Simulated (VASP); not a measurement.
# Au (P6_3/mmc) in VASP: notebook, part 2 of 2

VASP 6.6.1. The steps go on from the part before.

## 3. Single point, revPBE+D3(BJ)

This run uses another cell than the first one, of 18.48 Å³/atom.

INCAR

```
SYSTEM = Au
PREC = Accurate
ENCUT = 500
EDIFF = 1E-6
ISMEAR = 1
SIGMA = 0.02
LREAL = .FALSE.
LASPH = .TRUE.
NELM = 120
ALGO = Normal
ISIF = 2
LWAVE = .FALSE.
LCHARG = .TRUE.
GGA = RE
IVDW = 12
LELF = .TRUE.
LVHAR = .TRUE.
NBANDS = 18
GGA_COMPAT = .FALSE.
```

KPOINTS

```
Automatic mesh
0
G
  9 9 5
  0 0 0
```

POSCAR

```
Au
1.0
    2.9381622711      0.0000000000      0.0000000000
   -1.4690811355      2.5445194479      0.0000000000
    0.0000000000      0.0000000000      4.9442178906
Au
2
Direct
    0.3333333333      0.6666666667      0.7500000000
    0.6666666667      0.3333333333      0.2500000000
```

Potentials or basis: VASP PAW PBE potentials, release 64 (Au).

Command:

```sh
$ cat potpaw_PBE.64/Au/POTCAR > POTCAR
$ mpirun -np 1 vasp_std > vasp.out
```

OUTCAR:

```text
SYSTEM = Au
   PREC = Accurate
   ENCUT = 500
   EDIFF = 1E-6
   ISMEAR = 1
   LREAL = .FALSE.
   LASPH = .TRUE.
   NELM = 120
   ISIF = 2
   GGA = RE
   IVDW = 12
 IVDW          = 12

 ion  position               nearest neighbor table
   1  0.333  0.667  0.750-   2 3.00   2 3.00   2 3.00   2 3.00   2 3.00   2 3.00
   2  0.667  0.333  0.250-   1 3.00   1 3.00   1 3.00   1 3.00   1 3.00   1 3.00

  LATTYP: Found a hexagonal cell.
 ALAT       =     2.9381622711
 C/A-ratio  =     1.6827586207

  Lattice vectors:

 A1 = (   2.9381622711,   0.0000000000,   0.0000000000)
 A2 = (  -1.4690811355,   2.5445194479,   0.0000000000)
 A3 = (   0.0000000000,   0.0000000000,   4.9442178906)

Analysis of symmetry for initial positions (statically):
=====================================================================
 Subroutine PRICEL returns:
 Original cell was already a primitive cell.

 Routine SETGRP: Setting up the symmetry group for a
 hexagonal supercell.

 Subroutine GETGRP returns: Found 24 space group operations
 (whereof 12 operations were pure point group operations)
 out of a pool of 24 trial point group operations.

The static configuration has the point symmetry D_3d.
 The point group associated with its full space group is D_6h.

Analysis of symmetry for dynamics (positions and initial velocities):
=====================================================================
 Subroutine PRICEL returns:
 Original cell was already a primitive cell.

 Routine SETGRP: Setting up the symmetry group for a
 hexagonal supercell.

 Subroutine GETGRP returns: Found 24 space group operations
 (whereof 12 operations were pure point group operations)
 out of a pool of 24 trial point group operations.

The dynamic configuration has the point symmetry D_3d.
 The point group associated with its full space group is D_6h.

 Subroutine INISYM returns: Found 24 space group operations
 (whereof 12 operations are pure point group operations),
 and found     1 'primitive' translations

[... 115 lines left out ...]
  volume/ion in A,a.u.               =      18.48       124.72
  Fermi-wavevector in a.u.,A,eV,Ry     =   1.377070  2.602285 25.801023  1.896322
  Thomas-Fermi vector in A             =   2.502257
   LORBIT       =      0    0 simple, 1 ext, 2 COOP (PROOUT), +10 PAW based schemes
   GGA     = RE    functional components
   LHFCALC =     F    Hartree Fock is set to
   AEXX    =    0.0000 exact exchange contribution
   IVDW    =    12    specifies the selected vdW correction
   LEPSILON=     F    determine dielectric tensor
   LRPA    =     F    only Hartree local field effects (RPA)
 non-spin polarized calculation
 Methfessel and Paxton  Order N= 1 SIGMA  =   0.02
  energy-cutoff  :      500.00
  volume of cell :       36.96
 maximum number of plane-waves:       960
 NGX is ok and might be reduce to    24
   NGX = 11   NGY = 11   NGZ = 19

 number of electron      21.9999995 magnetization

 Free energy of the ion-electron system (eV)
  ---------------------------------------------------
  ext. energy  EPLUGINS =         0.00000000
  ---------------------------------------------------
  free energy    TOTEN  =        -5.50868449 eV

  energy without entropy =       -5.50864947  energy(sigma->0) =       -5.50867282

 E-fermi :   8.1167     XC(G=0): -12.1656

 val. band max:        8.1048361088   @ k =   0.1111   0.1111   0.2000
 cond. band min:       8.3893790394   @ k =   0.2222  -0.0000   0.2000
 fundamental gap:      0.2845429307
 Fermi energy:         8.1166881255

 k-point     1 :       0.0000    0.0000    0.0000
  band No.  band energies     occupation
      1      -0.7443      2.00000
      2       1.5712      2.00000
      3       3.8067      2.00000
      4       4.0702      2.00000
      5       4.0702      2.00000
      6       4.3354      2.00000
[... 481 lines left out ...]
      5       4.0002      2.00000
      6       4.0002      2.00000
[... 10 lines left out ...]
     17      20.7221      0.00000
     18      20.7222      0.00000

 [... further k-points ...]

------------------------ aborting loop because EDIFF is reached ----------------------------------------

 Edisp (eV)   -2.31865

 E8    (eV) :    -1.6442

  FORCE on cell =-STRESS in cart. coord.  units (eV):
  Direction    XX          YY          ZZ          XY          YZ          ZX
  --------------------------------------------------------------------------------------
  -------------------------------------------------------------------------------------
  Total      -2.62106    -2.62105    -2.75704    -0.00000     0.00000     0.00000
  in kB    -113.60782  -113.60749  -119.50195    -0.00000     0.00000     0.00000
  external pressure =     -115.57 kB  Pullay stress =        0.00 kB

 VOLUME and BASIS-vectors are now :
 -----------------------------------------------------------------------------
  energy-cutoff  :      500.00
  volume of cell :       36.96
      direct lattice vectors                 reciprocal lattice vectors
     2.938162271  0.000000000  0.000000000     0.340348799  0.196500758  0.000000000
    -1.469081135  2.544519448  0.000000000     0.000000000  0.393001516  0.000000000
     0.000000000  0.000000000  4.944217891     0.000000000  0.000000000  0.202256458

 POSITION                                       TOTAL-FORCE (eV/Angst)
 -----------------------------------------------------------------------------------
     -0.00000      1.69635      3.70816        -0.000000     -0.000000      0.000000
      1.46908      0.84817      1.23605         0.000000      0.000000      0.000000
 -----------------------------------------------------------------------------------
    total drift:                               -0.000000      0.000000     -0.000000

  FREE ENERGIE OF THE ION-ELECTRON SYSTEM (eV)
  ---------------------------------------------------
  free  energy   TOTEN  =        -7.8273368625 eV

  energy  without entropy=       -7.8273018405  energy(sigma->0) =       -7.82732519
```

It took 7.4 s on 1 thread of Intel Xeon 6975P-C (Granite Rapids), shared host; peak memory 0.16 GiB.

Results:

* Free energy: -7.8273 eV
* Pressure: -11.6 GPa
* Band gap on the k mesh: zero (bands 11 and 12 overlap by 5.80 eV)
* Dispersion energy per atom: -1.159 eV

Stress tensor (GPa, compression positive):
```
-11.36   0.00   0.00
  0.00 -11.36   0.00
  0.00   0.00 -11.95
```

Caveat: three body term missing; the cell stands under tension; the PAW data sets were made with another functional, which shifts forces and pressure a little; spin-orbit coupling is left out, which moves the levels of the heavy elements.

## 4. Single point, revPBE+D3(BJ)

This run uses another cell than the first one, of 18.84 Å³/atom.

INCAR

```
PREC = Accurate
ENCUT = 500
EDIFF = 1E-6
ISMEAR = 1
SIGMA = 0.02
LREAL = False
LASPH = True
NELM = 120
ALGO = Normal
ISIF = 2
LWAVE = False
LCHARG = False
GGA = RE
IVDW = 12
NBANDS = 18
GGA_COMPAT = False
```

KPOINTS

```
Automatic mesh
0
Gamma
  9 9 5
```

POSCAR

```
Au
1.0
    2.9568771850      0.0000000000      0.0000000000
   -1.4784385925      2.5607270151      0.0000000000
    0.0000000000      0.0000000000      4.9757105734
Au
2
Direct
    0.3333333333      0.6666666667      0.7500000000
    0.6666666667      0.3333333333      0.2500000000
```

Potentials or basis: VASP PAW PBE potentials, release 64 (Au).

Command:

```sh
$ cat potpaw_PBE.64/Au/POTCAR > POTCAR
$ mpirun -np 1 vasp_std > vasp.out
```

OUTCAR:

```text
PREC = Accurate
   ENCUT = 500
   EDIFF = 1E-6
   ISMEAR = 1
   LREAL = False
   LASPH = True
   NELM = 120
   ISIF = 2
   GGA = RE
   IVDW = 12
 IVDW          = 12

 ion  position               nearest neighbor table
   1  0.333  0.667  0.750-   2 3.02   2 3.02   2 3.02   2 3.02   2 3.02   2 3.02
   2  0.667  0.333  0.250-   1 3.02   1 3.02   1 3.02   1 3.02   1 3.02   1 3.02

  LATTYP: Found a hexagonal cell.
 ALAT       =     2.9568771850
 C/A-ratio  =     1.6827586207

  Lattice vectors:

 A1 = (   2.9568771850,   0.0000000000,   0.0000000000)
 A2 = (  -1.4784385925,   2.5607270151,   0.0000000000)
[... 693 lines left out ...]

 Edisp (eV)   -2.27340

 E8    (eV) :    -1.6120

  FORCE on cell =-STRESS in cart. coord.  units (eV):
  Direction    XX          YY          ZZ          XY          YZ          ZX
  --------------------------------------------------------------------------------------
  -------------------------------------------------------------------------------------
  Total      -3.09724    -3.09723    -3.19387     0.00000     0.00000     0.00000
  in kB    -131.71469  -131.71430  -135.82407     0.00000     0.00000     0.00000
  external pressure =     -133.08 kB  Pullay stress =        0.00 kB

 VOLUME and BASIS-vectors are now :
 -----------------------------------------------------------------------------
  energy-cutoff  :      500.00
  volume of cell :       37.67
      direct lattice vectors                 reciprocal lattice vectors
     2.956877185  0.000000000  0.000000000     0.338194635  0.195257049  0.000000000
    -1.478438593  2.560727015  0.000000000     0.000000000  0.390514098  0.000000000
     0.000000000  0.000000000  4.975710573     0.000000000  0.000000000  0.200976320

 POSITION                                       TOTAL-FORCE (eV/Angst)
 -----------------------------------------------------------------------------------
     -0.00000      1.70715      3.73178         0.000000      0.000000      0.000000
      1.47844      0.85358      1.24393        -0.000000     -0.000000      0.000000
 -----------------------------------------------------------------------------------
    total drift:                               -0.000000      0.000000     -0.000000

  FREE ENERGIE OF THE ION-ELECTRON SYSTEM (eV)
  ---------------------------------------------------
  free  energy   TOTEN  =        -7.7725996985 eV

  energy  without entropy=       -7.7725646764  energy(sigma->0) =       -7.77258802
```

OSZICAR:

```text
N       E                     dE             d eps       ncg     rms          rms(c)
DAV:   1     0.121533303879E+03    0.12153E+03   -0.11337E+04  1296   0.114E+03
DAV:   2    -0.380806765315E+01   -0.12534E+03   -0.11987E+03  1372   0.252E+02
DAV:   3    -0.592612518446E+01   -0.21181E+01   -0.21052E+01  1524   0.329E+01
DAV:   4    -0.593549634005E+01   -0.93712E-02   -0.93698E-02  1474   0.231E+00
DAV:   5    -0.593558243834E+01   -0.86098E-04   -0.86096E-04  1432   0.239E-01    0.962E+00
DAV:   6    -0.552378279029E+01    0.41180E+00   -0.84077E-01  1336   0.827E+00    0.654E+00
DAV:   7    -0.550123664118E+01    0.22546E-01   -0.76266E-02  1422   0.248E+00    0.313E+00
DAV:   8    -0.549919243667E+01    0.20442E-02   -0.48197E-03  1348   0.512E-01    0.284E-01
DAV:   9    -0.549917117583E+01    0.21261E-04   -0.25170E-05  1488   0.404E-02    0.285E-02
DAV:  10    -0.549919548198E+01   -0.24306E-04   -0.16911E-05  1402   0.395E-02    0.992E-03
DAV:  11    -0.549919475777E+01    0.72422E-06   -0.15629E-07   860   0.300E-03
   1 F= -.77725997E+01 E0= -.77725880E+01  d E =-.350220E-04
```

stdout:

```text
POSCAR found type information on POSCAR Au
 POSCAR found :  1 types and       2 ions
 scaLAPACK will be used
 -----------------------------------------------------------------------------
|                                                                             |
|                                                                             |
|     You enforced a specific xc type in the INCAR file but a different       |
|     I HOPE YOU KNOW WHAT YOU ARE DOING!                                     |
|                                                                             |
 -----------------------------------------------------------------------------

 LDA part: xc-table for (Slater+PW92), standard interpolation
 POSCAR, INCAR and KPOINTS ok, starting setup
 FFT: planning ... GRIDC
 FFT: planning ... GRID_SOFT
 FFT: planning ... GRID
 WAVECAR not read
 entering main loop
```

Run time: 6.9 s. Hardware: 1 thread of Intel Xeon 6975P-C (Granite Rapids), shared host; peak memory 0.16 GiB.

Results:

* Free energy: -7.7726 eV
* Pressure: -13.3 GPa
* Band gap on the k mesh: zero (bands 11 and 12 overlap by 5.71 eV)
* Dispersion energy per atom: -1.137 eV

Levels at points of the mesh, in eV from the Fermi level:
| k point | band 8 | band 9 | band 10 | band 11 | band 12 | band 13 | band 14 | band 15 |
| --- | --- | --- | --- | --- | --- | --- | --- | --- |
| (0.00, 0.00, 0.00) | -3.10 | -3.10 | -1.97 | -1.97 | -0.52 | 2.35 | 14.77 | 15.71 |

Caveat: three body term missing; the cell stands under tension; the PAW data sets were made with another functional, which shifts forces and pressure a little; spin-orbit coupling is left out, which moves the levels of the heavy elements.

## 5. The runs side by side

| cell | gap on the mesh (eV) | pressure (GPa) |
| --- | --- | --- |
| a = 2.919, b = 2.919, c = 4.912 Å, angles 90.0, 90.0, 120.0°, 2 atoms | none | -9.5 |
| a = 2.938, b = 2.938, c = 4.944 Å, angles 90.0, 90.0, 120.0°, 2 atoms | none | -11.6 |
| a = 2.957, b = 2.957, c = 4.976 Å, angles 90.0, 90.0, 120.0°, 2 atoms | none | -13.3 |

Alike in all rows: task single point; level revPBE+D3(BJ); potentials or basis VASP PAW PBE potentials, release 64 (Au); no spin polarisation; k mesh 9 × 9 × 5; cutoff (eV) 500; smearing methfessel-paxton 0.02 eV.

Caveats: three body term missing; the cell stands under tension; the PAW data sets were made with another functional, which shifts forces and pressure a little; spin-orbit coupling is left out, which moves the levels of the heavy elements.

Absolute energies hang on the potentials; compare differences alone.
